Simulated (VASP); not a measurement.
# H17ClO8 in VASP: further runs

H17ClO8 is run at these levels: PBE; tasks: single point.

Everything below comes from runs of VASP 6.6.1. Logs are shortened: lines on timing, memory, paths and dates and some standing lists are left out, and cuts for length are marked.

## (1) The cell of the first run

The cell holds a disordered packing, 26 atoms: a = 7.232 Å, b = 7.232 Å, c = 7.232 Å, α = 90.00°, β = 90.00°, γ = 90.00°.

## (2) Single point, PBE

Contents of INCAR:

```
SYSTEM = H17ClO8
PREC = Accurate
ENCUT = 520
EDIFF = 1E-7
ISMEAR = -1
SIGMA = 0.05
LREAL = Auto
LASPH = .True.
NELM = 100
ALGO = Normal
ISIF = 2
LWAVE = .False.
LCHARG = .True.
GGA = PE
LELF = .True.
LVHAR = .True.
NBANDS = 55
```

Contents of KPOINTS:

```
Automatic mesh
0
Gamma
  1 1 1
  0 0 0
```

Contents of POSCAR:

```
H17ClO8
1.0
    7.2323390000      0.0000000000      0.0000000000
    0.0000000000      7.2323390000      0.0000000000
    0.0000000000      0.0000000000      7.2323390000
O H Cl
8 17 1
Direct
    0.2969716989      0.5479969896      0.8221821461
    0.0245148907      0.1196984821      0.0935935110
    0.6268511473      0.6665340217      0.6102866583
    0.4579846160      0.9524995994      0.3814671851
    0.8150475247      0.5435862451      0.2389130266
    0.7795403396      0.3271417449      0.5294276167
    0.1532146101      0.7312848582      0.1054983733
    0.4020552687      0.0966630574      0.8144253194
    0.3228139610      0.6409544685      0.7301925421
    0.4191313488      0.5011241868      0.8419682761
    0.0452965493      0.2403233587      0.1496472994
   -0.0156380944      0.1484443691     -0.0280268942
    0.5977181103      0.7514166579      0.5137065616
    0.7458721169      0.7048618711      0.6574083433
    0.3364195179      0.9060830805      0.3624000479
    0.4955105119      0.9502596601      0.2538044746
    0.8180755908      0.6763095591      0.2935564829
    0.8988931520      0.5681426161      0.1366224675
    0.6781900019      0.3903439814      0.5918002461
    0.8086457231      0.4006449366      0.4191313488
    0.1211641213      0.8625010526      0.0789232916
    0.2375856552      0.6848821661     -0.0055307142
    0.2920770169      0.0773055577      0.7432588544
    0.5025206921      0.1147346661      0.7269155940
    0.8453143582      1.0947910489      0.5570811877
    0.9644182885      0.9635472010      0.6402354757
```

Potentials or basis: VASP PAW PBE potentials, release 64 (O, H, Cl).

On the command line:

```sh
$ cat potpaw_PBE.64/O/POTCAR potpaw_PBE.64/H/POTCAR potpaw_PBE.64/Cl/POTCAR > POTCAR
$ mpirun -np 1 vasp_gam > vasp.out
```

OUTCAR:

```text
SYSTEM = H17ClO8
   PREC = Accurate
   ENCUT = 520
   EDIFF = 1E-7
   ISMEAR = -1
   LREAL = Auto
   LASPH = .True.
   NELM = 100
   ISIF = 2
   GGA = PE

 ion  position               nearest neighbor table
   1  0.297  0.548  0.822-  10 0.96   9 0.96
   2  0.025  0.120  0.094-  12 0.95  11 0.97
   3  0.627  0.667  0.610-  13 0.95  14 0.97
   4  0.458  0.952  0.381-  15 0.95  16 0.96
   5  0.815  0.544  0.239-  18 0.97  17 1.04
   6  0.780  0.327  0.529-  19 0.97  20 0.98
   7  0.153  0.731  0.105-  21 1.00  22 1.06
   8  0.402  0.097  0.814-  23 0.96  24 0.97
   9  0.323  0.641  0.730-   1 0.96
  10  0.419  0.501  0.842-   1 0.96
  11  0.045  0.240  0.150-   2 0.97
  12  0.984  0.148  0.972-   2 0.95
  13  0.598  0.751  0.514-   3 0.95
  14  0.746  0.705  0.657-   3 0.97
[... 10 lines left out ...]
  25  0.845  0.095  0.557-  26 1.42
  26  0.964  0.964  0.640-  25 1.42

  LATTYP: Found a simple cubic cell.
 ALAT       =     7.2323390000

  Lattice vectors:

 A1 = (   7.2323390000,   0.0000000000,   0.0000000000)
 A2 = (   0.0000000000,   7.2323390000,   0.0000000000)
 A3 = (   0.0000000000,   0.0000000000,   7.2323390000)

Analysis of symmetry for initial positions (statically):
=====================================================================
 Subroutine PRICEL returns:
 Original cell was already a primitive cell.

 Routine SETGRP: Setting up the symmetry group for a
 simple cubic supercell.

 Subroutine GETGRP returns: Found  1 space group operations
 (whereof  1 operations were pure point group operations)
 out of a pool of 48 trial point group operations.

The static configuration has the point symmetry C_1 .

Analysis of symmetry for dynamics (positions and initial velocities):
=====================================================================
 Subroutine PRICEL returns:
 Original cell was already a primitive cell.

 Routine SETGRP: Setting up the symmetry group for a
 simple cubic supercell.

 Subroutine GETGRP returns: Found  1 space group operations
 (whereof  1 operations were pure point group operations)
 out of a pool of 48 trial point group operations.

The dynamic configuration has the point symmetry C_1 .

 Subroutine INISYM returns: Found  1 space group operations
 (whereof  1 operations are pure point group operations),
 and found     1 'primitive' translations

----------------------------------------------------------------------------------------

                                     Primitive cell

  volume of cell :     378.3000

  direct lattice vectors                    reciprocal lattice vectors
     7.232339000  0.000000000  0.000000000     0.138267855  0.000000000  0.000000000
     0.000000000  7.232339000  0.000000000     0.000000000  0.138267855  0.000000000
     0.000000000  0.000000000  7.232339000     0.000000000  0.000000000  0.138267855

  length of vectors
     7.232339000  7.232339000  7.232339000     0.138267855  0.138267855  0.138267855

  position of ions in fractional coordinates (direct lattice)
     0.296971699  0.547996990  0.822182146
     0.024514891  0.119698482  0.093593511
     0.626851147  0.666534022  0.610286658
     0.457984616  0.952499599  0.381467185
     0.815047525  0.543586245  0.238913027
     0.779540340  0.327141745  0.529427617
[... 18 lines left out ...]
     0.845314358  0.094791049  0.557081188
     0.964418288  0.963547201  0.640235476

  ion indices of the primitive-cell ions
   primitive index   ion index
                 1           1
                 2           2
                 3           3
                 4           4
                 5           5
                 6           6
[... 18 lines left out ...]
                25          25
                26          26

----------------------------------------------------------------------------------------

 KPOINTS: Automatic mesh

Automatic generation of k-mesh.
 Grid dimensions read from file:
 generate k-points for:    1    1    1

 Generating k-lattice:

  Cartesian coordinates                     Fractional coordinates (reciprocal lattice)
     0.138267855  0.000000000  0.000000000     1.000000000  0.000000000  0.000000000
     0.000000000  0.138267855  0.000000000     0.000000000  1.000000000  0.000000000
     0.000000000  0.000000000  0.138267855     0.000000000  0.000000000  1.000000000

  Length of vectors
     0.138267855  0.138267855  0.138267855

  Shift w.r.t. Gamma in fractional coordinates (k-lattice)
     0.000000000  0.000000000  0.000000000

 Subroutine IBZKPT returns following result:
 ===========================================

 Found      1 irreducible k-points:

 Following reciprocal coordinates:
            Coordinates               Weight
  0.000000  0.000000  0.000000      1.000000
   k-points           NKPTS =      1   k-points in BZ     NKDIM =      1   number of bands    NBANDS=     55
   number of dos      NEDOS =    301   number of ions     NIONS =     26
   total plane-waves  NPLWV = 157464
   dimension x,y,z NGX =    54 NGY =   54 NGZ =   54
   dimension x,y,z NGXF=   108 NGYF=  108 NGZF=  108
   ions per type =               8  17   1
   NGX,Y,Z   is equivalent  to a cutoff of  12.41, 12.41, 12.41 a.u.
   NGXF,Y,Z  is equivalent  to a cutoff of  24.83, 24.83, 24.83 a.u.
 SYSTEM =  H17ClO8
   PREC   = accura    normal or accurate (medium, high low for compatibility)
   ISTART =      0    job   : 0-new  1-cont  2-samecut
   ICHARG =      2    charge: 1-file 2-atom 10-const
   ISPIN  =      1    spin polarized calculation?
   LNONCOLLINEAR =      F non collinear calculations
   LSORBIT =      F    spin-orbit coupling
   LASPH  =      T    aspherical Exc in radial PAW
   ENCUT  =  520.0 eV  38.22 Ry    6.18 a.u.  13.45 13.45 13.45*2*pi/ulx,y,z
   NELM   =    100;   NELMIN=  2; NELMDL= -5     # of ELM steps
   EDIFF  = 0.1E-06   stopping-criterion for ELM
   LREAL  =      T    real-space projection
   EDIFFG = 0.1E-05   stopping-criterion for IOM
   NSW    =      0    number of steps for IOM
   IBRION =     -1    ionic relax: 0-MD 1-quasi-New 2-CG
   NFREE  =      0    steps in history (QN), initial steepest desc. (CG)
   ISIF   =      2    stress and relaxation
   ISYM   =      2    0-nonsym 1-usesym 2-fastsym
   POTIM  = 0.5000    time-step for ionic-motion
   TEBEG  =    0.0;   TEEND  =   0.0 temperature during run
   PSTRESS=    0.0 pullay stress
   NELECT =      72.0000    total number of electrons
   NUPDOWN=      -1.0000    fix difference up-down
   EMIN   =  10.00;   EMAX   =-10.00  energy-range for DOS
   EFERMI =   0.00;   METHOD = LEGACY
   ISMEAR =    -1;   SIGMA  =   0.05  broadening in eV -4-tet -1-fermi 0-gaus
   EFERMI_NEDOS =   21; number of points for ismear=-14 and -15
   IALGO  =     38    algorithm
   IMIX   =      4    mixing-type and parameters
     AMIX     =   0.40;   BMIX     =  1.00
     AMIX_MAG =   1.60;   BMIX_MAG =  1.00
  volume/ion in A,a.u.               =      14.55        98.19
  Fermi-wavevector in a.u.,A,eV,Ry     =   0.941688  1.779532 12.065316  0.886776
  Thomas-Fermi vector in A             =   2.069223
   LORBIT       =      0    0 simple, 1 ext, 2 COOP (PROOUT), +10 PAW based schemes
   GGA     = PE    functional components
   LHFCALC =     F    Hartree Fock is set to
   AEXX    =    0.0000 exact exchange contribution
   IVDW    =     0    specifies the selected vdW correction
   LEPSILON=     F    determine dielectric tensor
   LRPA    =     F    only Hartree local field effects (RPA)
 non-spin polarized calculation
  energy-cutoff  :      520.00
  volume of cell :      378.30
 maximum number of plane-waves:      5066
 NGX is ok and might be reduce to    54
   NGX = 27   NGY = 27   NGZ = 27

 number of electron      71.9999980 magnetization

 Free energy of the ion-electron system (eV)
  ---------------------------------------------------
  ext. energy  EPLUGINS =         0.00000000
  ---------------------------------------------------
  free energy    TOTEN  =      -121.75035284 eV

  energy without entropy =     -121.75035284  energy(sigma->0) =     -121.75035284

 E-fermi :  -2.8146     XC(G=0):  -5.7540

 val. band max:       -4.0904068864   @ k =   0.0000   0.0000   0.0000
 cond. band min:       0.0468905376   @ k =   0.0000   0.0000   0.0000
 fundamental gap:      4.1372974240
 Fermi energy:        -2.8146265206

 k-point     1 :       0.0000    0.0000    0.0000
  band No.  band energies     occupation
      1     -23.4867      2.00000
      2     -23.4153      2.00000
      3     -23.1575      2.00000
      4     -23.1123      2.00000
      5     -22.9715      2.00000
      6     -22.5597      2.00000
[... 40 lines left out ...]
     47       4.9481      0.00000
     48       4.9881      0.00000
 [bands above 48 left out]

------------------------ aborting loop because EDIFF is reached ----------------------------------------

  FORCE on cell =-STRESS in cart. coord.  units (eV):
  Direction    XX          YY          ZZ          XY          YZ          ZX
  --------------------------------------------------------------------------------------
  -------------------------------------------------------------------------------------
  Total        1.3098757     -3.2448285      2.5018204      0.6322723     -1.8710936     -0.0287539
  in kB        5.5475896    -13.7425082     10.5957181      2.6778018     -7.9244617     -0.1217787
  external PRESSURE =       0.8002665 kB  Pullay stress =       0.0000000 kB

 VOLUME and BASIS-vectors are now :
 -----------------------------------------------------------------------------
  energy-cutoff  :      520.00
  volume of cell :      378.30
      direct lattice vectors                 reciprocal lattice vectors
     7.232339000  0.000000000  0.000000000     0.138267855  0.000000000  0.000000000
     0.000000000  7.232339000  0.000000000     0.000000000  0.138267855  0.000000000
     0.000000000  0.000000000  7.232339000     0.000000000  0.000000000  0.138267855

 POSITION                                       TOTAL-FORCE (eV/Angst)
 -----------------------------------------------------------------------------------
      2.14780      3.96330      5.94630        -0.587439      0.218283      0.087084
      0.17730      0.86570      0.67690         0.208937     -0.068104      1.107809
      4.53360      4.82060      4.41380        -0.091417     -1.116781      0.969146
      3.31230      6.88880      2.75890         0.901690      0.064178      0.250952
      5.89470      3.93140      1.72790        -0.166281      2.723474      0.715620
      5.63790      2.36600      3.82900         0.162004     -1.392211      0.754861
[... 18 lines left out ...]
      6.11360      0.68556      4.02900         0.899990     -0.080507      0.652342
      6.97500      6.96870      4.63040        -0.851775      0.718868     -0.644283
 -----------------------------------------------------------------------------------
    total drift:                                0.013090     -0.001990      0.000529

  FREE ENERGIE OF THE ION-ELECTRON SYSTEM (eV)
  ---------------------------------------------------
  free  energy   TOTEN  =      -121.7503528415 eV

  energy  without entropy=     -121.7503528415  energy(sigma->0) =     -121.75035284
```

Run time: 58 s. Hardware: 1 thread of AMD EPYC 7R13, shared host; peak memory 0.37 GiB.

Results:

- Free energy: -121.7504 eV
- Pressure: 0.1 GPa
- Largest force: 2.821 eV/Å

Forces on the atoms (eV/Å):
```
O   -0.587  0.218  0.087
O    0.209 -0.068  1.108
O   -0.091 -1.117  0.969
O    0.902  0.064  0.251
O   -0.166  2.723  0.716
O    0.162 -1.392  0.755
O    0.896  0.248 -1.387
O    0.862  0.167  0.747
H    0.033  0.396 -0.551
H    0.737 -0.614  0.305
H    0.126 -0.169  0.107
H   -0.375  0.167 -1.263
H   -0.614  1.080 -0.925
H    0.300  0.274  0.151
H   -1.547 -0.580  0.226
H    0.663  0.332 -0.647
H   -0.162 -2.334 -0.596
H    0.656 -0.142 -0.340
H    0.079  0.232 -0.298
H   -0.089  0.198 -0.412
H    0.255 -0.617  0.166
H   -1.507  0.440  1.591
H   -0.543  0.024 -0.574
H   -0.248 -0.170 -0.193
H    0.900 -0.081  0.652
Cl  -0.852  0.719 -0.644
```

Caveat: the k points lie up to 0.87 Å⁻¹ apart, too coarse for converged energies, forces and pressures; the atoms stand as in a frame of molecular dynamics.

## (3) Single point, PBE

Contents of INCAR:

```
PREC = Accurate ; ENCUT = 520
EDIFF = 1E-7 ; ISMEAR = -1
SIGMA = 0.05 ; LREAL = Auto
LASPH = True ; NELM = 100
ALGO = Normal ; ISIF = 2
LWAVE = False ; LCHARG = True
GGA = PE ; LELF = True
LVHAR = True ; NBANDS = 55
```

Contents of KPOINTS:

```
Automatic mesh
0
Gamma
  1 1 1
```

Contents of POSCAR:

```
H17ClO8
1.0
    7.2323390000      0.0000000000      0.0000000000
    0.0000000000      7.2323390000      0.0000000000
    0.0000000000      0.0000000000      7.2323390000
O H Cl
8 17 1
Direct
    0.2902518812      0.5248786043      0.8573851419
    0.0239065121      0.1186891267      0.0670599097
    0.6358109043      0.6769455912      0.6144208672
    0.4419593717      1.0054976682      0.3843846368
    0.8138445944      0.5848315462      0.2322761696
    0.8093370623      0.2727056904      0.4707882194
    0.1315480372      0.7746594843      0.1616212957
    0.4011427009      0.0581692866      0.7845594627
    0.2473058854      0.4539195411      0.7518038079
    0.4229890219      0.4983035226      0.8866702736
    0.0925979825      0.2233302394      0.0168410247
   -0.0864312361      0.1069778394     -0.0182098765
    0.5122824027      0.7231823619      0.6369170472
    0.7184674280      0.7719770879      0.6636027432
    0.4379910842      0.9168956267      0.2784852867
    0.5526704431      1.0809780902      0.3584455872
    0.7974736804      0.6598280307      0.3446879357
    0.9435813227      0.6016863977      0.1974741505
    0.7418485223      0.3569384676      0.5524768681
    0.8203155300      0.3562609551      0.3573670980
    0.1024703073      0.9048386698      0.1437432620
    0.2140662931      0.7284227136      0.0542148259
    0.3132043451     -0.0279992406      0.8380967762
    0.3752727852      0.0423099636      0.6567031772
    0.9275560783      1.1173287093      0.5663174804
    0.9686631116      0.9551958225      0.6432773685
```

Potentials or basis: VASP PAW PBE potentials, release 64 (O, H, Cl).

On the command line:

```sh
$ cat potpaw_PBE.64/O/POTCAR potpaw_PBE.64/H/POTCAR potpaw_PBE.64/Cl/POTCAR > POTCAR
$ mpirun -np 1 vasp_gam > vasp.out
```

Wall time 75 s (1 thread of AMD EPYC 7R13, shared host); peak memory 0.34 GiB.

The run converged. Its results:

* Free energy: -122.0591 eV
* Pressure: -0.8 GPa
* Largest force: 2.943 eV/Å

Forces on the atoms (eV/Å):
```
O    0.811  0.382  0.835
O   -1.438  0.319 -0.881
O    0.315 -0.553  0.033
O    0.535 -0.249 -1.114
O   -0.431 -0.639  0.524
O   -0.411  1.008 -0.858
O    1.936 -1.812 -1.276
O    0.166  0.020  1.318
H    0.533 -0.181  0.033
H   -1.299 -0.163 -0.755
H    0.117 -0.070  0.054
H    1.349  0.012  0.896
H   -0.200  0.188 -0.058
H   -0.058  0.101 -0.065
H   -0.239  0.620  1.009
H   -0.313 -0.241  0.286
H   -0.057 -0.172 -0.311
H    0.196  0.674 -0.055
H    0.015 -0.106  0.230
H    0.239 -0.414  0.557
H   -0.049  0.542 -0.453
H   -1.575  0.807  1.538
H   -0.119  0.123  0.310
H    0.010 -0.023 -1.698
H   -0.422  0.320 -0.410
Cl   0.388 -0.491  0.311
```

Stress tensor (GPa, compression positive):
```
-1.17  0.10 -0.01
 0.10 -0.45 -0.62
-0.01 -0.62 -0.69
```

Levels at points of the mesh, in eV from the Fermi level:
```csv
k point,band 32,band 33,band 34,band 35,band 36,band 37,band 38,band 39,band 40,band 41
"(0.00, 0.00, 0.00)",-1.81,-1.75,-1.55,-1.40,-1.29,2.98,5.42,5.64,6.14,6.34
```

Caveat: the k points lie up to 0.87 Å⁻¹ apart, too coarse for converged energies, forces and pressures; the atoms stand as in a frame of molecular dynamics.

## (4) Single point, PBE

Contents of INCAR:

```
PREC = Accurate
ENCUT = 520
EDIFF = 1E-7
ISMEAR = -1
SIGMA = 0.05
LREAL = Auto
LASPH = T
NELM = 80
ALGO = Normal
ISIF = 2
LWAVE = F
LCHARG = F
GGA = PE
NBANDS = 55
```

Contents of KPOINTS:

```
regular mesh
0
Gamma
  1 1 1
```

Contents of POSCAR:

```
H17ClO8
1.0
    7.2323390000      0.0000000000      0.0000000000
    0.0000000000      7.2323390000      0.0000000000
    0.0000000000      0.0000000000      7.2323390000
O H Cl
8 17 1
Direct
    0.2754157403      0.4790842907      0.9041196769
    0.0081854570      0.1730422205      0.0341521602
    0.6346356276      0.6214310474      0.6159003332
    0.4215786898      1.0640402780      0.3869287654
    0.8102772837      0.6248462634      0.2399085552
    0.7661560112      0.2158776020      0.4175689220
    0.1883622988      0.8048433570      0.2157669877
    0.4118722864      0.0638382686      0.7630588113
    0.2860485384      0.3467481267      0.8733965595
    0.3858226225      0.5428672522      0.8553664312
    0.0935796842      0.2630269405      0.0926809432
    0.0573258527      0.1416139371     -0.0887817897
    0.5793837927      0.7487480883      0.5883020694
    0.7519282489      0.6518914559      0.6769041108
    0.3533435034      0.9977270147      0.2845967259
    0.5149094919      1.1513011213      0.3321332144
    0.7214401869      0.6175457207      0.3285382502
    0.9282197640      0.6650683824      0.2928927972
    0.7488033954      0.3288700931      0.4879334334
    0.8220991853      0.2566251388      0.3009123328
    0.0705304328      0.8071524302      0.1476977227
    0.2523803157      0.6951416409      0.1609437832
    0.3367928412     -0.0467760153      0.7595882881
    0.4308564629      0.0765589113      0.6332667758
    0.8701196114      1.0443785890      0.5180066919
    0.9808168561      0.9478261459      0.6422541864
```

On the command line:

```sh
$ cat potpaw_PBE.64/O/POTCAR potpaw_PBE.64/H/POTCAR potpaw_PBE.64/Cl/POTCAR > POTCAR
$ mpirun -np 1 vasp_gam > vasp.out
```

Run time: 85 s. Hardware: 1 thread of AMD EPYC 7R13, shared host; peak memory 0.34 GiB.

Results (log left out):

```yaml
Free_energy: -121.6677 eV
Pressure: -0.7 GPa
Largest_force: 4.539 eV/Å
```

Forces on the atoms (eV/Å):
```
O    0.192  0.230  0.110
O    0.387  0.428  0.487
O   -0.682  1.549 -0.302
O    0.191  0.250 -1.446
O    3.089 -0.042 -3.326
O    0.105 -0.021 -0.547
O    0.124 -1.198 -0.673
O   -0.111 -0.168  1.531
H    0.474  0.490 -0.184
H   -0.330 -0.715  0.011
H   -0.374 -0.598 -0.715
H   -0.169  0.210  0.405
H    0.773 -1.633  0.380
H   -0.190  0.144 -0.035
H    0.443  0.557  0.990
H   -0.794 -1.111  0.470
H   -2.471  0.063  3.147
H   -0.513 -0.140  0.398
H   -0.035  0.224  0.323
H    0.068 -0.128 -0.051
H    0.450  0.463 -0.042
H   -0.455  0.719  0.298
H   -0.334 -0.197  0.452
H    0.224  0.543 -1.751
H    0.605  0.038  0.713
Cl  -0.664  0.043 -0.641
```

Stress tensor (GPa, compression positive):
```
-0.34  0.38 -1.43
 0.38 -2.35 -0.40
-1.43 -0.40  0.57
```

Levels at points of the mesh, in eV from the Fermi level:
| k point | band 33 | band 34 | band 35 | band 36 | band 37 | band 38 | band 39 | band 40 |
| --- | --- | --- | --- | --- | --- | --- | --- | --- |
| (0.00, 0.00, 0.00) | -1.79 | -1.55 | -1.45 | -1.25 | 3.00 | 5.56 | 5.76 | 5.89 |

Caveat: the k points lie up to 0.87 Å⁻¹ apart, too coarse for converged energies, forces and pressures; the atoms stand as in a frame of molecular dynamics.

## (5) Overview

| cell | pressure (GPa) | largest force (eV/Å) |
| --- | --- | --- |
| as given, atomic positions A | 0.1 | 2.82 |
| as given, atomic positions B | -0.8 | 2.94 |
| as given, atomic positions C | -0.7 | 4.54 |

Alike in all rows: task single point; level PBE; potentials or basis VASP PAW PBE potentials, release 64 (O, H, Cl); no spin polarisation; k mesh 1 × 1 × 1; cutoff (eV) 520; smearing fermi-dirac 0.05 eV.

Caveats: all runs use coarse meshes; the atoms stand as in a frame of molecular dynamics.

Absolute energies hang on the potentials; compare differences alone.
